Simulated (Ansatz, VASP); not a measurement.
# Al: VASP beside Ansatz

```
CELL_PARAMETERS angstrom
0.00000 4.47180 2.05058
2.05019 0.00000 2.05058
2.05019 4.47180 0.00000
ATOMIC_POSITIONS crystal
Al 0.14669 0.85331 0.14669
Al 0.85331 0.14669 0.85331
```

Alike in both runs: functional PBE; k mesh 6 × 6 × 6; occupations gaussian, width 0.1 eV; no spin polarisation.

Ansatz relaxed the structure, and its values are those at the end. VASP's run is a single point on that final structure, the one shown.

```csv
,VASP,Ansatz
version,VASP 6.6.1,Ansatz 0.2.0
potentials or method,"VASP PAW PBE potentials, release 64 (Al), cutoff 520 eV","scalar-relativistic, plane waves, PAW"
valence electrons in the cell,6,6
```

```tsv
	VASP	Ansatz	Ansatz less VASP
gap on the k mesh at the Fermi level (eV)	none	none	-
pressure (GPa)	0.1	0.2	+0.03
rms of the force components (eV/Å)	0.013	0.012	-0.0009
```

A gap of «none» marks a metal or a gap that the smearing closes. The functional is the same, so the differences come from potentials, cutoffs and numerics.

The k mesh is coarse, so the values compare programs but aren't converged.
